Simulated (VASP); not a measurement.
## TaAl4: single point with PBE

Crystal: TaAl4.

```
Ta Al
1.0
     5.05467    0.00000    0.00000
     0.00000    5.05467    0.00000
     0.00000    0.00000    5.05467
Ta Al
1 4
Direct
  0.50000 0.50000 0.50000
  0.00000 0.50000 0.50000
  0.50000 0.00000 0.50000
  0.50000 0.50000 0.00000
  0.00000 0.00000 0.00000
```

```
Program                : VASP 6.6.1
Task                   : single point
Functional             : PBE
Potentials or basis    : VASP PAW PBE potentials, release 64 (Ta_pv, Al)
Cutoff                 : 520 eV
k mesh                 : 4 × 4 × 4
Occupations            : gaussian, width 0.1 eV
Spin                   : no spin polarisation
Dipole correction      : no
Further INCAR settings : ALGO = Normal; EDIFF = 1e-06; NBANDS = 20
```

* Pressure: 0.4 GPa

Levels at points of the mesh, in eV from the Fermi level:
| k point | band 10 | band 11 | band 12 | band 13 | band 14 | band 15 |
| --- | --- | --- | --- | --- | --- | --- |
| (0.00, 0.00, 0.00) | -1.03 | 0.53 | 0.53 | 0.53 | 3.46 | 3.46 |
| (0.50, 0.00, 0.00) | -0.92 | 0.23 | 0.23 | 0.63 | 1.55 | 1.70 |
| (0.50, 0.50, 0.00) | -0.49 | -0.49 | -0.04 | 1.44 | 1.50 | 1.50 |
| (0.50, 0.50, 0.50) | -2.51 | -2.51 | -0.53 | -0.53 | 2.71 | 2.71 |

It took 11 s on 1 thread of Intel(R) Xeon(R) 6975P-C (Granite Rapids), with other jobs on the host, peak memory 0.24 GiB.

Caveat: spin-orbit coupling is left out, which moves the levels of the heavy elements.
